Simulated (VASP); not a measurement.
Write the native input for VASP 6.6.1 that does the following.

- Task: single point
- Functional: r2SCAN
- Potentials or basis: VASP PAW PBE potentials, release 64 (Ti_sv, Al)
- Cutoff: 520 eV
- k mesh: 10 × 6 × 6
- Occupations: gaussian, width 0.1 eV
- Spin: no spin polarisation
- Dipole correction: no
- Further INCAR settings: ALGO = Normal; EDIFF = 1e-07; NBANDS = 18

The system is TiAl3.

```
CELL_PARAMETERS angstrom
2.81167 -0.01966 -0.01866
-0.03241 4.64216 -0.01009
-0.03220 -0.01056 4.93494
ATOMIC_POSITIONS crystal
Ti 0.97326 0.48855 0.17604
Al 0.50336 0.52369 0.67454
Al 0.47355 0.04187 0.30828
Al 0.00481 0.99692 0.84632
```

This cell differs from its parent crystal: atoms moved at random and the cell strained at random.

One way to write it, as run:

POSCAR

```
TiAl3
1.0
    2.8116683263     -0.0196588470     -0.0186566057
   -0.0324080002      4.6421640465     -0.0100864170
   -0.0321977504     -0.0105593121      4.9349421324
Ti Al
1 3
Direct
   -0.0267402667      0.4885473599      0.1760357973
    0.5033607929      0.5236931408      0.6745434641
    0.4735485346      0.0418715234      0.3082792194
    0.0048113747     -0.0030813399      0.8463180768
```

INCAR.step1

```
SYSTEM = TiAl3
  ALGO = Normal
  EDIFF = 1E-4
  ENCUT = 520
  GGA = PE
  ISMEAR = 0
  LASPH = .TRUE.
  LCHARG = .FALSE.
  LREAL = .FALSE.
  LWAVE = .TRUE.
  NBANDS = 18
  NELM = 60
  PREC = Accurate
  SIGMA = 0.1
```

INCAR.step2

```
SYSTEM = TiAl3
  ALGO = Normal
  EDIFF = 1E-7
  ENCUT = 520
  ISIF = 2
  ISMEAR = 0
  ISTART = 1
  LASPH = .TRUE.
  LCHARG = .TRUE.
  LELF = .TRUE.
  LMIXTAU = .TRUE.
  LREAL = .FALSE.
  LVHAR = .TRUE.
  LWAVE = .FALSE.
  METAGGA = R2SCAN
  NBANDS = 18
  NELM = 60
  PREC = Accurate
  SIGMA = 0.1
```

KPOINTS

```
k-points
0
G
  10 6 6
  0 0 0
```

Potentials or basis: VASP PAW PBE potentials, release 64 (Ti_sv, Al).

Run with:

```sh
$ cat potpaw_PBE.64/Ti_sv/POTCAR potpaw_PBE.64/Al/POTCAR > POTCAR
$ cp INCAR.step1 INCAR
$ mpirun -np 1 vasp_std > vasp.out
$ cp INCAR.step2 INCAR
$ mpirun -np 1 vasp_std > vasp.out
```

Results of the run:

* Pressure: 1.3 GPa
* Largest force: 2.132 eV/Å
* Band gap on the k mesh: zero (an odd number of electrons rules out a gap without spin polarisation)

Caveat: the cell differs from its parent crystal (atoms moved at random and the cell strained at random); the PAW data sets were made with another functional, which shifts forces and pressure a little.

It took 14 min on 1 thread of AMD EPYC 7R13, with other jobs on the host, peak memory 0.34 GiB.
